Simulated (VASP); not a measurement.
Set up this calculation in VASP 6.6.1, as the native input.

```
Task                   : single point
Functional             : PBEsol
Potentials or basis    : VASP PAW PBE potentials, release 64 (Pb_d)
Cutoff                 : 520 eV
k mesh                 : 11 × 11 × 11
Occupations            : fermi-dirac, width 0.05 eV
Spin                   : no spin polarisation
Dipole correction      : no
Further INCAR settings : ALGO = Normal; EDIFF = 1e-07; NBANDS = 13
```

The structure of Pb lies in POSCAR:

```
Pb
1.0
    0.0000000000      2.4679610000      2.4679610000
    2.4679610000      0.0000000000      2.4679610000
    2.4679610000      2.4679610000      0.0000000000
Pb
1
Direct
    0.0000000000      0.0000000000      0.0000000000
```

The input as run:

INCAR

```
SYSTEM = Pb
  ALGO = Normal
  EDIFF = 1E-7
  ENCUT = 520
  GGA = PS
  ISIF = 2
  ISMEAR = -1
  LASPH = .True.
  LCHARG = .False.
  LREAL = .False.
  LWAVE = .False.
  NBANDS = 13
  NELM = 60
  PREC = Accurate
  SIGMA = 0.05
```

KPOINTS

```
k-points
0
Gamma
  11 11 11
  0 0 0
```

Potentials or basis: VASP PAW PBE potentials, release 64 (Pb_d).

Run with:

```console
$ cat potpaw_PBE.64/Pb_d/POTCAR > POTCAR
$ mpirun -np 1 vasp_std > vasp.out
```

It gave:

```
Pressure               : -0.3 GPa
Band gap on the k mesh : zero (band 7 reaches 14.67 eV, above the bottom of band 8 at 5.72 eV)
```

Caveat: the PAW data sets were made with another functional, which shifts forces and pressure a little; spin-orbit coupling is left out, which moves the levels of the heavy elements.

Wall time 13 s on 1 thread of Intel(R) Xeon(R) Platinum 8488C (Sapphire Rapids), on a shared host, peak memory 0.17 GiB.
